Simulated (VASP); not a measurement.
Set up this calculation in VASP 6.6.1, as the native input.

| Property | Result |
| --- | --- |
| Task | single point |
| Functional | PBE0 |
| Potentials or basis | VASP PAW PBE potentials, release 64 (S, Mg) |
| Cutoff | 520 eV |
| k mesh | 6 × 6 × 6 |
| Occupations | fermi-dirac, width 0.05 eV |
| Spin | no spin polarisation |
| Dipole correction | no |
| Grid for exact exchange (PRECFOCK) | Normal |
| Further INCAR settings | ALGO = Normal; EDIFF = 1e-07; NBANDS = 11 |
| Share of exact exchange | 0.25 |

The system is MgS.

```xyz
2
Lattice="0.0000 2.6016 2.6016 2.6016 0.0000 2.6016 2.6016 2.6016 0.0000" Properties=species:S:1:pos:R:3 pbc="T T T"
S     2.6016    2.6016    2.6016
Mg    0.0000    0.0000    0.0000
```

These files were run (other wordings do the same):

POSCAR

```
MgS
1.0
    0.0000000000      2.6016500000      2.6016500000
    2.6016500000      0.0000000000      2.6016500000
    2.6016500000      2.6016500000      0.0000000000
S Mg
1 1
Direct
    0.5000000000      0.5000000000      0.5000000000
    0.0000000000      0.0000000000      0.0000000000
```

INCAR.step1

```
SYSTEM = MgS
PREC = Accurate
ENCUT = 520
EDIFF = 1E-5
ISMEAR = -1
SIGMA = 0.05
LREAL = .FALSE.
LASPH = .TRUE.
NELM = 100
ALGO = Normal
ISIF = 2
LWAVE = .TRUE.
GGA = PE
NBANDS = 11
```

INCAR.step2

```
SYSTEM = MgS
PREC = Accurate
ENCUT = 520
EDIFF = 1E-7
ISMEAR = -1
SIGMA = 0.05
LREAL = .FALSE.
LASPH = .TRUE.
NELM = 100
ALGO = Normal
ISIF = 2
LWAVE = .FALSE.
LCHARG = .TRUE.
GGA = PE
LHFCALC = .TRUE.
AEXX = 0.25
PRECFOCK = Normal
LELF = .TRUE.
LVHAR = .TRUE.
ISTART = 1
NBANDS = 11
```

KPOINTS

```
regular mesh
0
G
  6 6 6
  0 0 0
```

Potentials or basis: VASP PAW PBE potentials, release 64 (S, Mg).

Run with:

```console
$ cat potpaw_PBE.64/S/POTCAR potpaw_PBE.64/Mg/POTCAR > POTCAR
$ cp INCAR.step1 INCAR
$ mpirun -np 1 vasp_std > vasp.out
$ cp INCAR.step2 INCAR
$ mpirun -np 1 vasp_std > vasp.out
```

It gave:

```yaml
Pressure: -0.7 GPa
Band_gap_on_the_k_mesh: 4.49 eV (least direct gap 5.51 eV)
```

Caveat: the PAW data sets were made with another functional, which shifts forces and pressure a little.

Run time: 26 min on 1 thread of Intel Xeon 8259CL, on a shared host, peak memory 0.18 GiB.
